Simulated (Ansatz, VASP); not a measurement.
# ScBSbP3 in VASP and in Ansatz

```
Sc B Sb P
1.0
     3.81776    0.00000    0.00000
     0.00000    4.62160    0.00000
     0.00000    0.00000    7.66303
Sc B Sb P
1 1 1 3
Direct
  0.00000 0.50000 0.50000
  0.00000 0.00000 0.00000
  0.50000 0.00000 0.00000
  0.50000 0.67890 0.00000
  0.50000 0.32110 0.00000
  0.00000 0.50000 0.00000
```

Alike in both runs: task single point; functional PBE; k mesh 4 × 4 × 2; occupations gaussian, width 0.1 eV; no spin polarisation.

|  | VASP | Ansatz |
| --- | --- | --- |
| version | VASP 6.6.1 | Ansatz 0.2.0 |
| potentials or method | VASP PAW PBE potentials, release 64 (Sc_sv, B, Sb, P), cutoff 520 eV | scalar-relativistic, plane waves, PAW |
| valence electrons in the cell | 34 | 44 |

```tsv
	VASP	Ansatz	Ansatz less VASP
gap on the k mesh at the Fermi level (eV)	none	none	-
rms of the force components (eV/Å)	22.050	21.601	-0.4491
```

Atom by atom the forces differ by 0.449 eV/Å (rms over components). A gap of «none» marks a metal or a gap that the smearing closes. VASP's potentials hold 34 valence electrons a cell and Ansatz's 44, so a difference there can come from the potentials and not from the codes.

The k mesh is coarse, so the values compare programs but aren't converged. Spin-orbit coupling is off throughout.
